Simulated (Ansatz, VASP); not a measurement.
# Na3CoMo in VASP and in Ansatz

```
CELL_PARAMETERS angstrom
5.84495 0.00000 0.00000
0.00000 5.84495 0.00000
0.00000 0.00000 5.84495
ATOMIC_POSITIONS crystal
Na 0.00000 0.50000 0.50000
Na 0.50000 0.00000 0.50000
Na 0.50000 0.50000 0.00000
Co 0.00000 0.00000 0.00000
Mo 0.50000 0.50000 0.50000
```

Alike in both runs: functional PBE; k mesh 6 × 6 × 6; occupations gaussian, width 0.1 eV; collinear spin.

Ansatz relaxed the structure, and its values are those at the end. VASP's run is a single point on that final structure, the one shown.

|  | VASP | Ansatz |
| --- | --- | --- |
| version | VASP 6.6.1 | Ansatz 0.2.0 |
| potentials or method | VASP PAW PBE potentials, release 64 (Na_pv, Co, Mo_sv), cutoff 520 eV | scalar-relativistic, plane waves, PAW |
| valence electrons in the cell | 44 | 58 |

```csv
,VASP,Ansatz,Ansatz less VASP
gap on the k mesh at the Fermi level (eV),none,none,-
pressure (GPa),-0.2,0.0,+0.24
net moment per atom (μB),1.35,1.40,+0.048
size of the moment on the site where the two differ most (μB),3.77,3.59,-0.176
```

Site moments also hang on the region over which each program counts them. A gap of «none» marks a metal or a gap that the smearing closes. VASP's potentials hold 44 valence electrons a cell and Ansatz's 58, so a difference there can come from the potentials and not from the codes.
